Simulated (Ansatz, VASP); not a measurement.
**Two plane-wave programs on Ba**

```
CELL_PARAMETERS angstrom
2.17228 1.25417 7.01774
-2.17228 1.25417 7.01774
0.00000 -2.50833 7.01774
ATOMIC_POSITIONS crystal
Ba 0.25000 0.25000 0.25000
Ba 0.75000 0.75000 0.75000
```

Alike in both runs: functional PBEsol; k mesh 6 × 6 × 6; occupations gaussian, width 0.1 eV; no spin polarisation.

Ansatz relaxed the structure, and its values are those at the end. VASP's run is a single point on that final structure, the one shown.

```csv
,VASP,Ansatz
version,VASP 6.6.1,Ansatz 0.2.0
potentials or method,"VASP PAW PBE potentials, release 64 (Ba_sv), cutoff 500 eV","scalar-relativistic, plane waves, PAW"
valence electrons in the cell,20,20
```

```tsv
	VASP	Ansatz	Ansatz less VASP
gap on the k mesh at the Fermi level (eV)	none	none	-
pressure (GPa)	0.2	0.1	-0.09
```

VASP's potentials were made for PBE, not for PBEsol. A gap of «none» marks a metal or a gap that the smearing closes.

Neither program's run includes spin-orbit coupling.
